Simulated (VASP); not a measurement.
A run of VASP 6.6.1:

Contents of INCAR:

```
SYSTEM = MoSe2
PREC = Accurate
ENCUT = 500
EDIFF = 1E-6
ISMEAR = 0
SIGMA = 0.05
LREAL = .False.
LASPH = .True.
NELM = 200
ALGO = Normal
ISIF = 2
LWAVE = .False.
LCHARG = .True.
ISPIN = 2
MAGMOM = 0.05 0.05 0 0 0 0
LORBIT = 11
LMAXMIX = 4
LELF = .True.
LVHAR = .True.
NBANDS = 39
GGA_COMPAT = .False.
```

The input KPOINTS:

```
Automatic mesh
0
Gamma
  8 8 2
  0 0 0
```

POSCAR

```
MoSe2
1.0
    3.2477294073      0.0000000000      0.0000000000
   -1.6238647037      2.8126161713      0.0000000000
    0.0000000000      0.0000000000     12.7260830093
Mo Se
2 4
Direct
    0.3333333333      0.6666666667      0.2500000000
    0.6666666667      0.3333333333      0.7500000000
    0.3333333333      0.6666666667      0.6197596877
    0.6666666667      0.3333333333      0.1197596877
    0.3333333333      0.6666666667      0.8802403123
    0.6666666667      0.3333333333      0.3802403123
```

Potentials or basis: VASP PAW LDA potentials, release 64 (Mo_sv, Se).

Launch:

```console
$ cat potpaw_LDA.64/Mo_sv/POTCAR potpaw_LDA.64/Se/POTCAR > POTCAR
$ mpirun -np 1 vasp_std > vasp.out
```

Hardware: 1 thread of Oxide Virtual Turin-like Processor, on a shared host.

**Question.** How long does it take, and how much memory?

**Answer.** It took 3.5 min on 1 thread of Oxide Virtual Turin-like Processor, on a shared host, peak memory 0.24 GiB. Counts: scf iterations 14, k points 20.
